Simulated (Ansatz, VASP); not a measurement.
# One calculation of BaHfH6, two programs

```
CELL_PARAMETERS angstrom
3.62496 2.09287 2.45974
-3.62496 2.09287 2.45974
0.00000 -4.18575 2.45974
ATOMIC_POSITIONS crystal
Ba 0.50000 0.50000 0.50000
Hf 0.00000 0.00000 0.00000
H 0.70845 0.06115 0.70845
H 0.06115 0.70845 0.70845
H 0.29155 0.29155 0.93885
H 0.93885 0.29155 0.29155
H 0.29155 0.93885 0.29155
H 0.70845 0.70845 0.06115
```

Change from the starting cell: species swapped into the KAsF6 type (R-3m, No. 166).

Alike in both runs: functional PBE; k mesh 6 × 6 × 6; occupations gaussian, width 0.1 eV; no spin polarisation.

Ansatz relaxed the structure, and its values are those at the end. VASP's run is a single point on that final structure, the one shown.

|  | VASP | Ansatz |
| --- | --- | --- |
| version | VASP 6.6.1 | Ansatz 0.2.0 |
| potentials or method | VASP PAW PBE potentials, release 64 (Ba_sv, Hf_pv, H), cutoff 520 eV | scalar-relativistic, plane waves, PAW |
| valence electrons in the cell | 26 | 42 |

Ansatz gave:

```
gap on the k mesh at the Fermi level (eV) : 1.15
least direct gap on the mesh (eV)         : 1.15
pressure (GPa)                            : 0.0
rms of the force components (eV/Å)        : 0.000
```

Estimate VASP's values.

gap on the k mesh at the Fermi level (eV): 1.11; least direct gap on the mesh (eV): 1.11; pressure (GPa): 0.1; rms of the force components (eV/Å): 0.018.

With one functional, cell and mesh, what is left measures potentials, basis and numerics. VASP's potentials hold 26 valence electrons a cell and Ansatz's 42, so a difference there can come from the potentials and not from the codes.

Spin-orbit coupling is off throughout.
